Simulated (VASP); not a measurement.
A run of VASP 6.6.1:

INCAR

```
SYSTEM = Ta4O
ALGO = Normal ; EDIFF = 1E-7
ENCUT = 520 ; GGA = PS
ISIF = 2 ; ISMEAR = 0
LASPH = .TRUE. ; LCHARG = .FALSE.
LREAL = .FALSE. ; LWAVE = .FALSE.
NBANDS = 33 ; NELM = 100
PREC = Accurate ; SIGMA = 0.1
```

File KPOINTS:

```
k-points
0
G
  14 14 6
  0 0 0
```

File POSCAR:

```
Ta4O
1.0
    3.2574970000      0.0000000000      0.0000000000
    0.0000000000      3.2574970000      0.0000000000
    0.0000000000      0.0000000000      7.4093410000
Ta O
4 1
Direct
    0.0000000000      0.0000000000      0.5000000000
    0.5000000000      0.5000000000      0.7831580000
    0.5000000000      0.5000000000      0.2168420000
    0.0000000000      0.0000000000      0.0000000000
    0.5000000000      0.5000000000      0.5000000000
```

Potentials or basis: VASP PAW PBE potentials, release 64 (Ta_pv, O).

Command:

```sh
$ cat potpaw_PBE.64/Ta_pv/POTCAR potpaw_PBE.64/O/POTCAR > POTCAR
$ mpirun -np 1 vasp_std > vasp.out
```

Hardware: 1 thread of Intel(R) Xeon(R) Platinum 8259CL CPU @ 2.50GHz (Skylake/Cascade Lake), on a shared host.

Problem. How long does it take, and how much memory?

Solution. It took 6.5 min on 1 thread of Intel(R) Xeon(R) Platinum 8259CL CPU @ 2.50GHz (Skylake/Cascade Lake), on a shared host, peak memory 0.39 GiB. Counts: scf iterations 17, k points 144.
